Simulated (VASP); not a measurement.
Write the native input for VASP 6.6.1 that does the following.

* Task: single point
* Functional: PBEsol
* Potentials or basis: VASP PAW PBE potentials, release 64 (Al, Co)
* Cutoff: 520 eV
* k mesh: 10 × 7 × 1
* Occupations: gaussian, width 0.1 eV
* Spin: no spin polarisation
* Dipole correction: yes
* Further INCAR settings: ALGO = Fast; EDIFF = 1e-06; NBANDS = 34

The structure of AlCo lies in POSCAR:

```
AlCo
1.0
    2.8225855360      0.0000000000      0.0000000000
    0.0000000000      3.9917387460      0.0000000000
    0.0000000000      0.0000000000     22.9876081190
Al Co
4 4
Direct
    0.0000000000      0.5000000000      0.3697644381
    0.0000000000      0.0000000000      0.4565881460
    0.0000000000      0.5000000000      0.5433534091
    0.0000000000      0.0000000000      0.6344824866
    0.5000000000      0.0000000000      0.3697644381
    0.5000000000      0.5000000000      0.4565881460
    0.5000000000      0.0000000000      0.5426139504
    0.5000000000      0.5000000000      0.6264118576
```

One way to write it, as run:

INCAR

```
SYSTEM = AlCo
ALGO = Fast
DIPOL = 0.5 0.5 0.500
EDIFF = 1E-6
ENCUT = 520
GGA = PS
IDIPOL = 3
ISIF = 2
ISMEAR = 0
LASPH = .TRUE.
LCHARG = .FALSE.
LDIPOL = .TRUE.
LREAL = .FALSE.
LWAVE = .FALSE.
NBANDS = 34
NELM = 60
PREC = Accurate
SIGMA = 0.1
```

KPOINTS

```
k-points
0
G
  10 7 1
  0 0 0
```

Potentials or basis: VASP PAW PBE potentials, release 64 (Al, Co).

Command:

```sh
$ cat potpaw_PBE.64/Al/POTCAR potpaw_PBE.64/Co/POTCAR > POTCAR
$ mpirun -np 1 vasp_std > vasp.out
```

It gave:

* Largest force: 0.650 eV/Å
* Band gap on the k mesh: zero (band 24 reaches 1.20 eV, above the bottom of band 25 at 0.14 eV)

Caveat: the PAW data sets were made with another functional, which shifts forces and pressure a little.

Wall time 12 min on 1 thread of Intel(R) Xeon(R) Platinum 8488C (Sapphire Rapids), on a shared host, peak memory 0.46 GiB.
